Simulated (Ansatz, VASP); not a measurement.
# One calculation of BeSe3, two programs

```
Be Se
1.0
    -1.77950    1.77950    8.81558
     1.77950   -1.77950    8.81558
     1.77950    1.77950   -8.81558
Be Se
1 3
Direct
  0.00000 0.00000 0.00000
  0.50000 0.50000 0.00000
  0.25000 0.75000 0.50000
  0.75000 0.25000 0.50000
```

Alike in both runs: functional PBE; k mesh 6 × 6 × 6; occupations gaussian, width 0.1 eV; no spin polarisation.

Ansatz relaxed the structure, and its values are those at the end. VASP's run is a single point on that final structure, the one shown.

|  | VASP | Ansatz |
| --- | --- | --- |
| version | VASP 6.6.1 | Ansatz 0.2.0 |
| potentials or method | VASP PAW PBE potentials, release 64 (Be, Se), cutoff 520 eV | scalar-relativistic, plane waves, PAW |
| valence electrons in the cell | 20 | 50 |

Ansatz gave:

```
gap on the k mesh at the Fermi level (eV) : none
pressure (GPa)                            : 0.0
```

Which values does VASP return?

gap on the k mesh at the Fermi level (eV): none; pressure (GPa): 0.1.

A gap of «none» marks a metal or a gap that the smearing closes. VASP's potentials hold 20 valence electrons a cell and Ansatz's 50, so a difference there can come from the potentials and not from the codes.

The k mesh is coarse, so the values compare programs but aren't converged.
